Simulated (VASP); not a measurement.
# BaTa3O2 (P6/mmm) in VASP: notebook, part 3 of 3

VASP 6.6.1. Earlier steps stand in the parts before.

### Step 4. Single point, PBE, collinear spin

This run uses another cell than the first one, of 20.28 Å³/atom.

Input file INCAR:

```
PREC = Accurate ; ENCUT = 520
EDIFF = 1E-6 ; ISMEAR = 0
SIGMA = 0.1 ; LREAL = False
LASPH = True ; NELM = 150
ALGO = Normal ; ISIF = 2
LWAVE = False ; LCHARG = False
ISPIN = 2 ; MAGMOM = 0 1 1 1 0 0
LORBIT = 11 ; LMAXMIX = 4
GGA = PE ; NBANDS = 40
```

Input file KPOINTS:

```
Automatic mesh
0
Gamma
  3 3 6
```

Input file POSCAR:

```
BaTa3O2
1.0
    6.8900377334      0.0000000000      0.0000000000
   -3.4450188667      5.9669477102      0.0000000000
    0.0000000000      0.0000000000      2.9594743933
Ba Ta O
1 3 2
Direct
    0.0000000000      0.0000000000      0.5000000000
    0.5000000000      0.0000000000      0.0000000000
    0.0000000000      0.5000000000      0.0000000000
    0.5000000000      0.5000000000      0.0000000000
    0.3333333333      0.6666666667      0.0000000000
    0.6666666667      0.3333333333      0.0000000000
```

Potentials or basis: VASP PAW PBE potentials, release 64 (Ba_sv, Ta_pv, O).

On the command line:

```sh
$ cat potpaw_PBE.64/Ba_sv/POTCAR potpaw_PBE.64/Ta_pv/POTCAR potpaw_PBE.64/O/POTCAR > POTCAR
$ mpirun -np 1 vasp_std > vasp.out
```

OUTCAR:

```text
PREC = Accurate
   ENCUT = 520
   EDIFF = 1E-6
   ISMEAR = 0
   LREAL = False
   LASPH = True
   NELM = 150
   ISIF = 2
   ISPIN = 2
   LORBIT = 11
   GGA = PE

 ion  position               nearest neighbor table
   1  0.000  0.000  0.500-   2 3.75   2 3.75   2 3.75   2 3.75   3 3.75   4 3.75   3 3.75   3 3.75
                             4 3.75   3 3.75   4 3.75   4 3.75
   2  0.500  0.000  0.000-   5 1.99   6 1.99   3 3.45   4 3.45   4 3.45   3 3.45   1 3.75   1 3.75
                             1 3.75   1 3.75
   3  0.000  0.500  0.000-   5 1.99   6 1.99   4 3.45   4 3.45   2 3.45   2 3.45   1 3.75   1 3.75
                             1 3.75   1 3.75
   4  0.500  0.500  0.000-   5 1.99   6 1.99   3 3.45   3 3.45   2 3.45   2 3.45   1 3.75   1 3.75
                             1 3.75   1 3.75
   5  0.333  0.667  0.000-   3 1.99   2 1.99   4 1.99
   6  0.667  0.333  0.000-   3 1.99   2 1.99   4 1.99

  LATTYP: Found a hexagonal cell.
 ALAT       =     6.8900377334
 C/A-ratio  =     0.4295294899

  Lattice vectors:

 A1 = (   6.8900377334,   0.0000000000,   0.0000000000)
 A2 = (  -3.4450188667,   5.9669477102,   0.0000000000)
 A3 = (   0.0000000000,   0.0000000000,   2.9594743933)

Analysis of symmetry for initial positions (statically):
=====================================================================
 Subroutine PRICEL returns:
 Original cell was already a primitive cell.

 Routine SETGRP: Setting up the symmetry group for a
 hexagonal supercell.

 Subroutine GETGRP returns: Found 24 space group operations
 (whereof 24 operations were pure point group operations)
 out of a pool of 24 trial point group operations.

The static configuration has the point symmetry D_6h.

Analysis of symmetry for dynamics (positions and initial velocities):
=====================================================================
 Subroutine PRICEL returns:
 Original cell was already a primitive cell.

 Routine SETGRP: Setting up the symmetry group for a
 hexagonal supercell.

 Subroutine GETGRP returns: Found 24 space group operations
 (whereof 24 operations were pure point group operations)
 out of a pool of 24 trial point group operations.

The dynamic configuration has the point symmetry D_6h.

Analysis of structural, dynamic, and magnetic symmetry:
=====================================================================
 Subroutine PRICEL returns:
 Original cell was already a primitive cell.

 Routine SETGRP: Setting up the symmetry group for a
 hexagonal supercell.

 Subroutine GETGRP returns: Found 24 space group operations
 (whereof 24 operations were pure point group operations)
 out of a pool of 24 trial point group operations.

The overall configuration has the point symmetry D_6h.

 Subroutine INISYM returns: Found 24 space group operations
 (whereof 24 operations are pure point group operations),
 and found     1 'primitive' translations

----------------------------------------------------------------------------------------

                                     Primitive cell

  volume of cell :     121.6714

  direct lattice vectors                    reciprocal lattice vectors
     6.890037733  0.000000000  0.000000000     0.145137086  0.083794936  0.000000000
    -3.445018867  5.966947710  0.000000000     0.000000000  0.167589872  0.000000000
     0.000000000  0.000000000  2.959474393     0.000000000  0.000000000  0.337897838

  length of vectors
[... 86 lines left out ...]
   TEBEG  =    0.0;   TEEND  =   0.0 temperature during run
   PSTRESS=    0.0 pullay stress
   NELECT =      55.0000    total number of electrons
   NUPDOWN=      -1.0000    fix difference up-down
   EMIN   =  10.00;   EMAX   =-10.00  energy-range for DOS
   EFERMI =   0.00;   METHOD = LEGACY
   ISMEAR =     0;   SIGMA  =   0.10  broadening in eV -4-tet -1-fermi 0-gaus
   EFERMI_NEDOS =   21; number of points for ismear=-14 and -15
   IALGO  =     38    algorithm
   IMIX   =      4    mixing-type and parameters
     AMIX     =   0.40;   BMIX     =  1.00
     AMIX_MAG =   1.60;   BMIX_MAG =  1.00
  volume/ion in A,a.u.               =      20.28       136.85
  Fermi-wavevector in a.u.,A,eV,Ry     =   1.256414  2.374279 21.477848  1.578577
  Thomas-Fermi vector in A             =   2.390124
   LORBIT       =     11    0 simple, 1 ext, 2 COOP (PROOUT), +10 PAW based schemes
   GGA     = PE    functional components
   LHFCALC =     F    Hartree Fock is set to
   AEXX    =    0.0000 exact exchange contribution
   IVDW    =     0    specifies the selected vdW correction
   LEPSILON=     F    determine dielectric tensor
   LRPA    =     F    only Hartree local field effects (RPA)
 spin polarized calculation
 Gauss-broadening in eV      SIGMA  =   0.10
  energy-cutoff  :      520.00
  volume of cell :      121.67
 maximum number of plane-waves:      3309
 NGX is ok and might be reduce to    54
   NGX = 25   NGY = 25   NGZ = 11

 number of electron      55.0000003 magnetization      -0.0059038

 number of electron      55.0000003 magnetization       0.0001352

 Free energy of the ion-electron system (eV)
  ---------------------------------------------------
  ext. energy  EPLUGINS =         0.00000000
  ---------------------------------------------------
  free energy    TOTEN  =       -50.26108167 eV

  energy without entropy =      -50.24292129  energy(sigma->0) =      -50.25200148

 E-fermi :   4.2619     XC(G=0): -10.6495

 val. band max:        4.1867992195   @ k =   0.3333   0.3333   0.3333
 cond. band min:       4.3142562054   @ k =   0.3333   0.3333   0.0000
 fundamental gap:      0.1274569859
 Fermi energy:         4.2618642999

 spin component 1

 k-point     1 :       0.0000    0.0000    0.0000
  band No.  band energies     occupation
      1     -31.6763      1.00000
      2     -31.2906      1.00000
      3     -31.2906      1.00000
      4     -30.7361      1.00000
      5     -30.7361      1.00000
      6     -30.6777      1.00000
[... 493 lines left out ...]
     38       7.9444      0.00000
     39       9.7029      0.00000
 Fermi energy:         4.2618642999

 spin component 2

 k-point     1 :       0.0000    0.0000    0.0000
  band No.  band energies     occupation
      1     -31.6763      1.00000
      2     -31.2906      1.00000
      3     -31.2906      1.00000
      4     -30.7361      1.00000
      5     -30.7361      1.00000
      6     -30.6778      1.00000
[... 493 lines left out ...]
     38       7.9444      0.00000
     39       9.7029      0.00000
 [bands above 39 left out]

------------------------ aborting loop because EDIFF is reached ----------------------------------------

  FORCE on cell =-STRESS in cart. coord.  units (eV):
  Direction    XX          YY          ZZ          XY          YZ          ZX
  --------------------------------------------------------------------------------------
  -------------------------------------------------------------------------------------
  Total        0.2330217      0.2330217      0.4859584      0.0000000      0.0000000      0.0000000
  in kB        3.0684461      3.0684461      6.3991344      0.0000000      0.0000000      0.0000000
  external PRESSURE =       4.1786755 kB  Pullay stress =       0.0000000 kB

 VOLUME and BASIS-vectors are now :
 -----------------------------------------------------------------------------
  energy-cutoff  :      520.00
  volume of cell :      121.67
      direct lattice vectors                 reciprocal lattice vectors
     6.890037733  0.000000000  0.000000000     0.145137086  0.083794936  0.000000000
    -3.445018867  5.966947710  0.000000000     0.000000000  0.167589872  0.000000000
     0.000000000  0.000000000  2.959474393     0.000000000  0.000000000  0.337897838

 POSITION                                       TOTAL-FORCE (eV/Angst)
 -----------------------------------------------------------------------------------
      0.00000      0.00000      1.47974         0.000000      0.000000     -0.000000
      3.44502      0.00000      0.00000         0.000000      0.000000     -0.000000
     -1.72251      2.98347      0.00000         0.000000      0.000000     -0.000000
      1.72251      2.98347      0.00000         0.000000      0.000000     -0.000000
     -0.00000      3.97797      0.00000         0.000000      0.000000      0.000000
      3.44502      1.98898      0.00000        -0.000000     -0.000000     -0.000000
 -----------------------------------------------------------------------------------
    total drift:                                0.000000      0.000000     -0.000000

  FREE ENERGIE OF THE ION-ELECTRON SYSTEM (eV)
  ---------------------------------------------------
  free  energy   TOTEN  =       -50.2610816683 eV

  energy  without entropy=      -50.2429212875  energy(sigma->0) =      -50.25200148

 total charge

# of ion       s       p       d       tot
------------------------------------------
    1        2.030   5.554   0.610   8.194
    2        0.358   6.113   2.304   8.775
    3        0.358   6.113   2.304   8.775
    4        0.358   6.113   2.304   8.775
    5        1.577   3.535   0.000   5.112
    6        1.577   3.535   0.000   5.112
--------------------------------------------------
tot          6.258  30.964   7.521  44.744

 magnetization (x)

# of ion       s       p       d       tot
------------------------------------------
    1       -0.000  -0.000   0.000   0.000
    2       -0.000   0.000   0.000  -0.000
    3       -0.000   0.000   0.000  -0.000
    4       -0.000   0.000   0.000  -0.000
    5        0.000  -0.000   0.000  -0.000
    6        0.000  -0.000   0.000  -0.000
--------------------------------------------------
tot         -0.000  -0.000   0.000   0.000
```

It took 4.4 min on 1 thread of Intel Xeon 8259CL, shared host; peak memory 0.35 GiB.

What came out:

- Free energy: -50.2611 eV
- Pressure: 0.4 GPa
- Net moment: 0.00 μB per cell
- Valence electrons inside the program's atomic spheres: Ba 8.19; Ta 8.78; O 5.11

Stress tensor (GPa, compression positive):
```
0.31 0.00 0.00
0.00 0.31 0.00
0.00 0.00 0.64
```

Levels at points of the mesh, in eV from the Fermi level:
Spin up:
```tsv
k point	band 24	band 25	band 26	band 27	band 28	band 29	band 30	band 31
(0.00, 0.00, 0.00)	-3.52	-1.94	-1.30	-1.30	1.45	1.60	1.60	1.84
(0.00, 0.00, 0.50)	-0.98	-0.28	-0.28	-0.21	-0.11	-0.11	-0.08	-0.08
```
Spin down:
| k point | band 25 | band 26 | band 27 | band 28 | band 29 | band 30 |
| --- | --- | --- | --- | --- | --- | --- |
| (0.00, 0.00, 0.00) | -1.94 | -1.30 | -1.30 | 1.45 | 1.60 | 1.60 |
| (0.00, 0.00, 0.50) | -0.28 | -0.28 | -0.21 | -0.11 | -0.11 | -0.08 |

Caveat: spin-orbit coupling is left out, which moves the levels of the heavy elements.

### Step 5. Summary

```tsv
task	spin	cell	k mesh	cutoff (eV)	gap on the mesh (eV)	pressure (GPa)
single point	off	a = 6.879, b = 6.879, c = 3.000 Å, angles 90.0, 90.0, 120.0°, 6 atoms	6 × 6 × 12	520	none	0.6
relaxation of cell and atoms	off	relaxed from a = 6.840, b = 6.840, c = 3.107 Å, angles 90.0, 90.0, 120.0°, 6 atoms	3 × 3 × 6	600	none	0.1
single point	collinear	a = 6.890, b = 6.890, c = 2.959 Å, angles 90.0, 90.0, 120.0°, 6 atoms	3 × 3 × 6	520	none	0.4
```

Alike in all rows: level PBE; potentials or basis VASP PAW PBE potentials, release 64 (Ba_sv, Ta_pv, O); smearing gaussian 0.1 eV.

Caveats: spin-orbit coupling is left out, which moves the levels of the heavy elements; an odd number of electrons without spin polarisation forces a metal (at least some runs); a magnetic or distorted state may lie lower (at least some runs).

Absolute energies hang on the potentials; compare differences alone.
